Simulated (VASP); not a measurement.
SiO2, 6 atoms in the cell. Symmetry: P4_2/mnm, No. 136, tetragonal system. Conventional cell: a = 4.307 Å, b = 4.307 Å, c = 2.498 Å, α = 90.00°, β = 90.00°, γ = 90.00°. Si (site symmetry mmm) has 6 O at 1.72 to 1.87 Å within 2.3 Å. Within 2.4 Å of O (site symmetry m2m) lie 3 Si at 1.72 to 1.87 Å and 1 O at 2.35 Å. 

```yaml
Program: VASP 6.6.1
Task: single point
Functional: PBE
Potentials_or_basis: VASP PAW PBE potentials, release 64 (Si, O)
Cutoff: 520 eV
k_mesh: 6 × 6 × 10
Occupations: gaussian, width 0.05 eV
Spin: no spin polarisation
Dipole_correction: no
Further_INCAR_settings: ALGO = Normal; EDIFF = 1e-07; NBANDS = 25
```

Potentials or basis: VASP PAW PBE potentials, release 64 (Si, O).

Launch:

```bash
$ cat potpaw_PBE.64/Si/POTCAR potpaw_PBE.64/O/POTCAR > POTCAR
$ mpirun -np 1 vasp_std > vasp.out
```

Hardware: 1 thread of Intel Xeon 8259CL, on a shared host.

Task: Estimate the wall time of this run.

Result: Wall time 55 s on 1 thread of Intel Xeon 8259CL, with other jobs on the host, peak memory 0.18 GiB. Counts: scf iterations 14, k points 60.
